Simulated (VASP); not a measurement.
**Nb: relaxation of cell and atoms with PBEsol**

Crystal: Nb.

```
Nb
1.0
     2.65951    0.00000    0.00000
    -1.32975    2.30320    0.00000
     0.00000    0.00000    4.79976
Nb
2
Direct
  0.33333 0.66667 0.25000
  0.66667 0.33333 0.75000
```

- Program: VASP 6.6.1
- Task: relaxation of cell and atoms
- Functional: PBEsol
- Potentials or basis: VASP PAW PBE potentials, release 64 (Nb_sv)
- Cutoff: 600 eV
- k mesh: 16 × 16 × 9
- Occupations: fermi-dirac, width 0.05 eV
- Spin: no spin polarisation
- Target pressure: 51 GPa
- Dipole correction: no
- Further INCAR settings: ALGO = Normal; EDIFF = 1e-06; IBRION = 2; EDIFFG = -0.005; NSW = 32; ISIF = 3

```
Relaxed volume                                         : 14.69 Å³/atom
Relaxed cell                                           : a = 2.659 Å, b = 2.659 Å, c = 4.797 Å, α = 90.00°, β = 90.00°, γ = 120.00°
Space group after relaxing (to 0.05 Å)                 : P6_3/mmc (No. 194)
Energy change on relaxing (the enthalpy is what falls) : +3.1 meV/atom
Ionic steps                                            : 4
Pressure after relaxing                                : 51.0 GPa
Band gap on the k mesh                                 : zero (band 13 reaches 16.78 eV, above the bottom of band 14 at 13.70 eV)
```

The path:
```
step  energy change (eV)  largest force (eV/Å)  pressure (GPa)  volume (Å³)
   1              0.0000                0.0000           50.77        29.40
   2              0.0290                0.0000           51.83        29.31
   3              0.0068                0.0000           51.02        29.38
   4              0.0063                0.0000           51.00        29.38
```

Final structure:
```xyz
2
Lattice="2.6595 0.0000 0.0000 -1.3297 2.3032 0.0000 0.0000 0.0000 4.7967" Properties=species:S:1:pos:R:3 pbc="T T T"
Nb    0.0000    1.5354    1.1992
Nb    1.3297    0.7677    3.5975
```

Levels at points of the mesh, in eV from the Fermi level:
| k point | band 9 | band 10 | band 11 | band 12 | band 13 | band 14 | band 15 | band 16 | band 17 |
| --- | --- | --- | --- | --- | --- | --- | --- | --- | --- |
| (0.00, 0.00, 0.00) | -6.65 | -4.69 | -1.45 | 0.07 | 0.07 | 0.74 | 0.74 | 1.54 | 3.01 |
| (0.50, 0.00, 0.00) | -5.01 | -4.59 | -4.14 | -0.75 | 0.44 | 0.52 | 0.81 | 5.93 | 7.18 |

Wall time 120 s on 1 thread of AMD EPYC 9R45 96-Core Processor (Zen 5) (shared host), peak memory 0.19 GiB.

Caveat: the cell is relaxed towards a set pressure, so the enthalpy falls and the energy may rise; the PAW data sets were made with another functional, which shifts forces and pressure a little.
